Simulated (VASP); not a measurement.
FePt, 2 atoms in the cell. Symmetry: P4/mmm, No. 123, tetragonal system. The conventional cell has a = 2.724 Å, b = 2.724 Å, c = 3.720 Å, α = 90.00°, β = 90.00°, γ = 90.00°. Pt (site symmetry 4/mmm) has 8 Fe at 2.68 Å and 4 Pt at 2.72 Å within 3.5 Å. Fe (site symmetry 4/mmm) has 8 Pt at 2.68 Å and 4 Fe at 2.72 Å within 3.5 Å. 

| Quantity | Value |
| --- | --- |
| Program | VASP 6.6.1 |
| Task | single point |
| Functional | PBE |
| Potentials or basis | VASP PAW PBE potentials, release 64 (Pt, Fe) |
| Cutoff | 520 eV |
| k mesh | 10 × 10 × 7 |
| Occupations | gaussian, width 0.018 eV |
| Spin | collinear spin, ferromagnetic start |
| Starting moments | [0.0, 3.0] μB |
| Dipole correction | no |
| Further INCAR settings | ALGO = Normal; EDIFF = 1e-06; NBANDS = 20 |

Potentials or basis: VASP PAW PBE potentials, release 64 (Pt, Fe).

The run is started by

```bash
$ cat potpaw_PBE.64/Pt/POTCAR potpaw_PBE.64/Fe/POTCAR > POTCAR
$ mpirun -np 1 vasp_std > vasp.out
```

Hardware: 1 thread of Oxide Virtual Turin-like Processor, with other jobs on the host.

Q: How long does it take, and how much memory?

A: Run time: 2.2 min on 1 thread of Oxide Virtual Turin-like Processor (shared host), peak memory 0.16 GiB. Counts: scf iterations 16, k points 84.
